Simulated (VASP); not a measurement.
## ZnAu: single point with BLYP

The system is ZnAu.

```
CELL_PARAMETERS angstrom
3.14700 0.00000 0.00000
0.00000 3.14700 0.00000
0.00000 0.00000 3.14700
ATOMIC_POSITIONS crystal
Zn 0.50000 0.50000 0.50000
Au 0.00000 0.00000 0.00000
```

```json
{"Program": "VASP 6.6.1", "Task": "single point", "Functional": "BLYP", "Potentials or basis": "VASP PAW PBE potentials, release 64 (Zn, Au)", "Cutoff": "520 eV", "k mesh": "10 × 10 × 10", "Occupations": "fermi-dirac, width 0.1 eV", "Spin": "no spin polarisation"}
```

```
Pressure : 14.3 GPa
```

Levels at points of the mesh, in eV from the Fermi level:
```tsv
k point	band 9	band 10	band 11	band 12	band 13	band 14	band 15	band 16
(0.00, 0.00, 0.00)	-3.84	-3.84	-3.84	4.96	4.96	4.96	8.55	12.47
(0.50, 0.00, 0.00)	-5.01	-5.01	-3.99	-2.45	10.73	11.08	11.08	11.18
(0.50, 0.50, 0.00)	-4.19	-3.25	-1.86	-1.86	0.75	2.35	10.21	12.80
(0.50, 0.50, 0.50)	-3.20	-3.20	1.12	3.42	3.85	3.85	3.85	5.99
```

Run time: 18 s on 1 thread of AMD EPYC 9R45 96-Core Processor (Zen 5), on a shared host, peak memory 0.13 GiB.

Caveat: the PAW data sets were made with another functional, which shifts forces and pressure a little; spin-orbit coupling is left out, which moves the levels of the heavy elements.
